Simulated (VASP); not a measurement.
Here is a VASP 6.6.1 calculation.

POSCAR

```
KI
1.0
   -0.0472391067      3.5324879519      3.5324879519
    3.5324879519     -0.0472391067      3.5324879519
    3.5324879519      3.5324879519     -0.0472391067
K I
1 1
Direct
    0.0000000000      0.0000000000      0.0000000000
    0.5000000000      0.5000000000      0.5000000000
```

File INCAR.step1:

```
SYSTEM = KI
  PREC = Accurate
  ENCUT = 500
  EDIFF = 1E-8
  ISMEAR = 0
  SIGMA = 0.01
  LREAL = .False.
  LASPH = .True.
  NELM = 100
  ALGO = Normal
  LWAVE = .True.
  LCHARG = .False.
  GGA = PE
```

INCAR.step2

```
SYSTEM = KI
  PREC = Accurate
  ENCUT = 500
  EDIFF = 1E-8
  ISMEAR = 0
  SIGMA = 0.01
  LREAL = .False.
  LASPH = .True.
  NELM = 1
  ALGO = Exact
  LWAVE = .True.
  LCHARG = .False.
  GGA = PE
  NBANDS = 383
  LOPTICS = .True.
  ISTART = 1
```

The input INCAR.step3:

```
SYSTEM = KI
  PREC = Accurate
  ENCUT = 500
  EDIFF = 1E-8
  ISMEAR = 0
  SIGMA = 0.01
  LREAL = .False.
  LASPH = .True.
  ALGO = EVGW0
  LWAVE = .False.
  LCHARG = .False.
  GGA = PE
  NELMGW = 1
  NBANDS = 383
  ENCUTGW = 150.0
  NOMEGA = 96
  PRECFOCK = Fast
  ISTART = 1
  NBANDSGW = 16
  OMEGAMAX = 20
```

KPOINTS

```
Automatic mesh
0
Gamma
  4 4 4
  0 0 0
```

Potentials or basis: VASP PAW PBE potentials, release 64 (K_sv_GW, I_GW).

The run is started by

```bash
$ cat potpaw_PBE.64/K_sv_GW/POTCAR potpaw_PBE.64/I_GW/POTCAR > POTCAR
$ cp INCAR.step1 INCAR
$ mpirun -np 1 vasp_std > vasp.out
$ cp INCAR.step2 INCAR
$ mpirun -np 1 vasp_std > vasp.out
$ cp INCAR.step3 INCAR
$ mpirun -np 1 vasp_std > vasp.out
```

Q: What does it give for the quasiparticle gap?

A: 6.11 eV.

Q: Predict the least direct quasiparticle gap.

A: 6.11 eV.

Q: What does it give for the least direct gap of the starting levels on the mesh?

A: 3.88 eV.

Q: What does it give for the band gap of the starting levels on the mesh?

A: 3.88 eV.

Caveat: the k points lie up to 0.38 Å⁻¹ apart; bands, screening cutoff and mesh are small and nothing is extrapolated, so the quasiparticle values aren't converged; spin-orbit coupling is left out, which moves the levels of the heavy elements.
